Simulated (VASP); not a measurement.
Input of a VASP 6.6.1 run:

POSCAR

```
Cr
1.0
    2.9636329722      0.0000000000      0.0000000000
    0.0000000000      2.9636329722      0.0000000000
    0.0000000000      0.0000000000      2.9636329722
Cr
2
Direct
    0.0000000000      0.0000000000      0.0000000000
    0.5000000000      0.5000000000      0.5000000000
```

Contents of INCAR.step1:

```
PREC = Accurate
ENCUT = 520
ISMEAR = -1
SIGMA = 0.05
LREAL = False
LASPH = True
NELM = 150
ISPIN = 2
MAGMOM = 2.533 -2.533
LMAXMIX = 4
NBANDS = 23
GGA = PE
ALGO = Normal
EDIFF = 1E-4
LWAVE = True
LCHARG = False
```

File INCAR.step2:

```
PREC = Accurate
ENCUT = 520
EDIFF = 1E-6
ISMEAR = -1
SIGMA = 0.05
LREAL = False
LASPH = True
NELM = 150
ALGO = Normal
ISIF = 2
LWAVE = False
LCHARG = False
ISPIN = 2
MAGMOM = 2.533 -2.533
LORBIT = 11
LMAXMIX = 4
METAGGA = R2SCAN
LMIXTAU = True
NBANDS = 23
ISTART = 1
```

The input KPOINTS:

```
regular mesh
0
Gamma
  17 17 17
```

Potentials or basis: VASP PAW PBE potentials, release 64 (Cr_pv).

Launch:

```console
$ cat potpaw_PBE.64/Cr_pv/POTCAR > POTCAR
$ cp INCAR.step1 INCAR
$ mpirun -np 1 vasp_std > vasp.out
$ cp INCAR.step2 INCAR
$ mpirun -np 1 vasp_std > vasp.out
```

Question: What does it give for the pressure?

Answer: 0.2 GPa.

Question: What does it give for the band gap on the k mesh?

Answer: Zero (filled and empty bands overlap).

Question: What does it give for the site moments?

Answer: Cr +2.70, -2.70 μB.

Question: What does it give for the net moment?

Answer: 0.00 μB per cell.

Caveat: the antiferromagnetic order is the one typed at the start, and another may lie lower; the PAW data sets were made with another functional, which shifts forces and pressure a little.
